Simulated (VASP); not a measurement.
Input of a VASP 6.6.1 run:

File INCAR:

```
ALGO     = Normal         # electronic algorithm
EDIFF    = 1E-6           # SCF threshold, eV
ENCUT    = 520            # plane-wave cutoff, eV
GGA      = CA             # functional
ISIF     = 2              # what is computed and relaxed
ISMEAR   = 0              # smearing method
LASPH    = True           # aspherical terms in the spheres
LCHARG   = False          # write CHGCAR
LREAL    = False          # projectors in reciprocal space
LWAVE    = False          # write WAVECAR
NBANDS   = 11             # bands
NELM     = 60             # most SCF steps
PREC     = Accurate       # precision mode
SIGMA    = 0.15           # smearing width, eV
```

KPOINTS

```
k-points
0
Gamma
  21 21 6
```

The input POSCAR:

```
C
1.0
    2.4446687612      0.0000000000      0.0000000000
   -1.2223343806      2.1171452510      0.0000000000
    0.0000000000      0.0000000000      7.5011000000
C
2
Direct
    0.3333333333      0.6666666667      0.0000000000
    0.6666666667      0.3333333333      0.0000000000
```

Potentials or basis: VASP PAW LDA potentials, release 64 (C).

Launch:

```bash
$ cat potpaw_LDA.64/C/POTCAR > POTCAR
$ mpirun -np 1 vasp_std > vasp.out
```

Task: Estimate the band gap on the k mesh.

Result: Zero (filled and empty bands touch).

Task: What does it give for the pressure?

Result: 0.4 GPa.

Stress tensor (GPa, compression positive):
```
 0.57  0.00  0.00
 0.00  0.57  0.00
 0.00  0.00 -0.06
```
